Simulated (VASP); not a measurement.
The system is Sn3Te.

```
Sn Te
1.0
     4.86562    0.00000    0.00000
     0.00000    4.86562    0.00000
     0.00000    0.00000    4.86562
Sn Te
3 1
Direct
  0.50000 0.50000 0.00000
  0.50000 0.00000 0.50000
  0.00000 0.50000 0.50000
  0.00000 0.00000 0.00000
```

Base run:

```yaml
Program: VASP 6.6.1
Functional: PBE
Potentials_or_basis: VASP PAW PBE potentials, release 64 (Sn_d, Te)
Cutoff: 520 eV
k_mesh: 5 × 5 × 5, shifted
Occupations: methfessel-paxton, width 0.1 eV
Spin: no spin polarisation
```

Its results: band gap on the k mesh zero (band 24 reaches 10.45 eV, above the bottom of band 25 at 7.51 eV); pressure 0.3 GPa.

The run is repeated on the same cell with these changes: functional from PBE to r2SCAN. What comes out?

Band gap on the k mesh zero (band 24 reaches 10.54 eV, above the bottom of band 25 at 7.47 eV); pressure -0.3 GPa.

Caveats: spin-orbit coupling is left out, which moves the levels of the heavy elements; the PAW data sets were made with another functional, which shifts forces and pressure a little (some runs).
